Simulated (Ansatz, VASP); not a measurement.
**S in VASP and in Ansatz**

```
S
1.0
     0.00000    2.23870    1.58276
     2.23870    0.00000    1.58276
     2.23870    2.23870    0.00000
S
1
Direct
  0.00000 0.00000 0.00000
```

Alike in both runs: task single point; functional LDA; k mesh 22 × 22 × 22; occupations gaussian, width 0.15 eV; no spin polarisation.

|  | VASP | Ansatz |
| --- | --- | --- |
| version | VASP 6.6.1 | Ansatz 0.2.0 |
| potentials or method | VASP PAW LDA potentials, release 64 (S), cutoff 520 eV | scalar-relativistic, plane waves, PAW |
| valence electrons in the cell | 6 | 6 |

|  | VASP | Ansatz | Ansatz less VASP |
| --- | --- | --- | --- |
| gap on the k mesh at the Fermi level (eV) | none | none | - |
| pressure (GPa) | -7.1 | -7.1 | +0.03 |

LDA's correlation is that of Perdew and Zunger in VASP and of Perdew and Wang (1992) in Ansatz. A gap of «none» marks a metal or a gap that the smearing closes.
